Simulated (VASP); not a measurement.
Write the native input for VASP 6.6.1 that does the following.

| Item | Value |
| --- | --- |
| Task | single point |
| Functional | PBE |
| Potentials or basis | VASP PAW PBE potentials, release 64 (Ga_d, Sn_d, H) |
| Cutoff | 520 eV |
| k mesh | 4 × 4 × 4 |
| Occupations | gaussian, width 0.1 eV |
| Spin | no spin polarisation |
| Dipole correction | no |
| Further INCAR settings | ALGO = Normal; EDIFF = 1e-06; NBANDS = 23 |

The structure of GaSnH3 lies in POSCAR:

```
GaSnH3
1.0
    3.8998398200      0.0000000000      0.0000000000
    0.0000000000      3.8998398200      0.0000000000
    0.0000000000      0.0000000000      5.5988364000
Ga Sn H
1 1 3
Direct
    0.5000000000      0.5000000000      0.5000000000
    0.0000000000      0.0000000000      0.0000000000
    0.0000000000      0.5000000000      0.5000000000
    0.5000000000      0.0000000000      0.5000000000
    0.0000000000      0.0000000000      0.5000000000
```

The cell was generated, and may not be a known phase.

The input as run:

INCAR

```
SYSTEM = GaSnH3
ALGO = Normal ; EDIFF = 1E-6
ENCUT = 520 ; GGA = PE
ISIF = 2 ; ISMEAR = 0
LASPH = .TRUE. ; LCHARG = .FALSE.
LREAL = .FALSE. ; LWAVE = .FALSE.
NBANDS = 23 ; NELM = 100
PREC = Accurate ; SIGMA = 0.1
```

KPOINTS

```
k-points
0
G
  4 4 4
  0 0 0
```

Potentials or basis: VASP PAW PBE potentials, release 64 (Ga_d, Sn_d, H).

Launch:

```console
$ cat potpaw_PBE.64/Ga_d/POTCAR potpaw_PBE.64/Sn_d/POTCAR potpaw_PBE.64/H/POTCAR > POTCAR
$ mpirun -np 1 vasp_std > vasp.out
```

Results of the run:

```yaml
Pressure: -7.5 GPa
Band_gap_on_the_k_mesh: zero (bands 15 and 16 overlap by 2.98 eV)
```

Caveat: the k points lie up to 0.40 Å⁻¹ apart, too coarse for converged energies and pressures of a metal; spin-orbit coupling is left out, which moves the levels of the heavy elements.

Wall time 30 s on 1 thread of Oxide Virtual Turin-like Processor, on a shared host, peak memory 0.17 GiB.
